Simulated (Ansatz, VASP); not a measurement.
**Zr2O: VASP beside Ansatz**

File INCAR:

```
SYSTEM = Zr2O
  PREC = Accurate
  ENCUT = 520
  EDIFF = 1E-6
  ISMEAR = 0
  SIGMA = 0.15
  LREAL = .FALSE.
  LASPH = .TRUE.
  NELM = 100
  ALGO = Normal
  ISIF = 2
  LWAVE = .FALSE.
  LCHARG = .TRUE.
  GGA = PS
  LELF = .TRUE.
  LVHAR = .TRUE.
  NBANDS = 39
```

KPOINTS

```
regular mesh
0
G
  10 10 10
  0 0 0
```

File POSCAR:

```
Zr2O
1.0
    4.8002881848      0.0000000000      0.0000000000
    0.0000000000      4.8002881848      0.0000000000
    0.0000000000      0.0000000000      4.8002881848
Zr O
4 2
Direct
    0.2647305069      0.2352694931      0.7500000000
    0.7352694931      0.2352694931      0.2500000000
    0.2647305069      0.7647305069      0.2500000000
    0.7352694931      0.7647305069      0.7500000000
    0.0000000000      0.0000000000      0.0000000000
    0.5000000000      0.5000000000      0.5000000000
```

Input for Ansatz:

```yaml
crystal:
  lattice:
    - [4.8002881848, 0.0, 0.0]
    - [0.0, 4.8002881848, 0.0]
    - [0.0, 0.0, 4.8002881848]
  atoms:
    - { symbol: Zr, position: [0.2647305069, 0.2352694931, 0.75] }
    - { symbol: Zr, position: [0.7352694931, 0.2352694931, 0.25] }
    - { symbol: Zr, position: [0.2647305069, 0.7647305069, 0.25] }
    - { symbol: Zr, position: [0.7352694931, 0.7647305069, 0.75] }
    - { symbol: O, position: [0.0, 0.0, 0.0] }
    - { symbol: O, position: [0.5, 0.5, 0.5] }
basis:
  ecutwfc: 420
kpoints:
  mp_grid: { grid: [10, 10, 10] }
hamiltonian:
  xc: pbesol
scf:
  occupations: { method: gaussian, width: 0.15 }
output:
  forces: true
  stress: true
  eigenvalues: true
```

Change from the starting cell: mode 1 (-33.3 1/cm) frozen in, largest displacement +0.100 Å.

Alike in both runs: task single point; functional PBEsol; k mesh 10 × 10 × 10; occupations gaussian, width 0.15 eV; no spin polarisation.

```csv
,VASP,Ansatz
version,VASP 6.6.1,Ansatz 0.2.0
potentials or method,"VASP PAW PBE potentials, release 64 (Zr_sv, O), cutoff 520 eV","scalar-relativistic, plane waves, PAW"
valence electrons in the cell,60,60
```

VASP gave:

| Item | Value |
| --- | --- |
| gap on the k mesh at the Fermi level (eV) | none |
| pressure (GPa) | 0.7 |
| traceless stress, the component that is largest in VASP (GPa) | 0.33 |
| rms of the force components (eV/Å) | 0.011 |

**Question.** Which values does Ansatz return?

**Answer.** gap on the k mesh at the Fermi level (eV): none; pressure (GPa): 0.4; traceless stress, the component that is largest in VASP (GPa): 0.33; rms of the force components (eV/Å): 0.010.

VASP's potentials were made for PBE, not for PBEsol. Atom by atom the forces differ by 0.000 eV/Å (rms over components). A gap of «none» marks a metal or a gap that the smearing closes.
